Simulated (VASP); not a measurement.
Wanted: the native input for a VASP 6.6.1 run.

```yaml
Task: relaxation of cell and atoms
Functional: PBE
Potentials_or_basis: VASP PAW PBE potentials, release 64 (Al, Sn_d, H)
Cutoff: 600 eV
k_mesh: 8 × 8 × 8
Occupations: gaussian, width 0.1 eV
Spin: no spin polarisation
Dipole_correction: no
Further_INCAR_settings: ALGO = Normal; EDIFF = 1e-07; IBRION = 2; EDIFFG = -0.01; NSW = 100; ISIF = 3
```

The structure of Al3Sn2H3 lies in POSCAR:

```
Al3Sn2H3
1.0
    5.2346479483      0.0000000000      0.0000000000
    0.0000000000      5.2346479483      0.0000000000
    0.0000000000      0.0000000000      5.2346479483
Al Sn H
3 2 3
Direct
    0.5000000000      0.0000000000      0.0000000000
    0.0000000000      0.5000000000      0.0000000000
    0.0000000000      0.0000000000      0.5000000000
    0.5000000000      0.5000000000      0.5000000000
    0.0000000000      0.0000000000      0.0000000000
    0.0000000000      0.5000000000      0.5000000000
    0.5000000000      0.0000000000      0.5000000000
    0.5000000000      0.5000000000      0.0000000000
```

The cell was generated, and may not be a known phase.

The input as run:

INCAR

```
SYSTEM = Al3Sn2H3
  PREC = Accurate
  ENCUT = 600
  EDIFF = 1E-7
  ISMEAR = 0
  SIGMA = 0.1
  LREAL = .False.
  LASPH = .True.
  NELM = 100
  ALGO = Normal
  ISIF = 3
  LWAVE = .False.
  LCHARG = .False.
  GGA = PE
  IBRION = 2
  NSW = 100
  EDIFFG = -0.01
```

KPOINTS

```
regular mesh
0
Gamma
  8 8 8
  0 0 0
```

Potentials or basis: VASP PAW PBE potentials, release 64 (Al, Sn_d, H).

Run with:

```bash
$ cat potpaw_PBE.64/Al/POTCAR potpaw_PBE.64/Sn_d/POTCAR potpaw_PBE.64/H/POTCAR > POTCAR
$ mpirun -np 1 vasp_std > vasp.out
```

It gave:

```
Relaxed volume                        : 17.84 Å³/atom
Relaxed cell                          : a = 5.226 Å, b = 5.226 Å, c = 5.226 Å, α = 90.00°, β = 90.00°, γ = 90.00°
Space group after relaxing (to 0.1 Å) : Pm-3m (No. 221)
Energy gained by relaxing             : 0.1 meV/atom
Ionic steps                           : 2
Pressure after relaxing               : -0.1 GPa
Band gap on the k mesh                : zero (bands 20 and 21 overlap by 4.13 eV)
```

Caveat: spin-orbit coupling is left out, which moves the levels of the heavy elements.

It took 4.6 min on 1 thread of Intel(R) Xeon(R) Platinum 8488C (Sapphire Rapids), on a shared host, peak memory 0.36 GiB.
